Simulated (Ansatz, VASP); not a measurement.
**Two plane-wave programs on CdSe**

```
CELL_PARAMETERS angstrom
0.00000 -3.04131 -3.04131
0.00000 3.04131 -3.04131
6.08262 0.00000 0.00000
ATOMIC_POSITIONS crystal
Cd 0.55253 0.57801 0.50000
Cd 0.94747 0.92199 0.00000
Se 0.07265 0.47667 0.25000
Se 0.42735 0.02333 0.75000
```

Change from the starting cell: mode 4 frozen in at -0.397 Å and mode 11 at -0.150 Å (largest displacements).

Alike in both runs: task single point; functional PBEsol; k mesh 8 × 8 × 6; occupations gaussian, width 0.05 eV; no spin polarisation.

|  | VASP | Ansatz |
| --- | --- | --- |
| version | VASP 6.6.1 | Ansatz 0.2.0 |
| potentials or method | VASP PAW PBE potentials, release 64 (Cd, Se), cutoff 520 eV | scalar-relativistic, plane waves, PAW |
| valence electrons in the cell | 36 | 72 |

Ansatz gave:

* gap on the k mesh at the Fermi level (eV): 0.47
* least direct gap on the mesh (eV): 0.47
* pressure (GPa): -0.4
* traceless stress, the component that is largest in VASP (GPa): -1.24
* rms of the force components (eV/Å): 0.620

**Question.** Which values does VASP return?

**Answer.** gap on the k mesh at the Fermi level (eV): 0.47; least direct gap on the mesh (eV): 0.47; pressure (GPa): -0.1; traceless stress, the component that is largest in VASP (GPa): -1.24; rms of the force components (eV/Å): 0.639.

VASP's potentials were made for PBE, not for PBEsol. Atom by atom the forces differ by 0.023 eV/Å (rms over components). The functional is the same, so the differences come from potentials, cutoffs and numerics. VASP's potentials hold 36 valence electrons a cell and Ansatz's 72, so a difference there can come from the potentials and not from the codes.
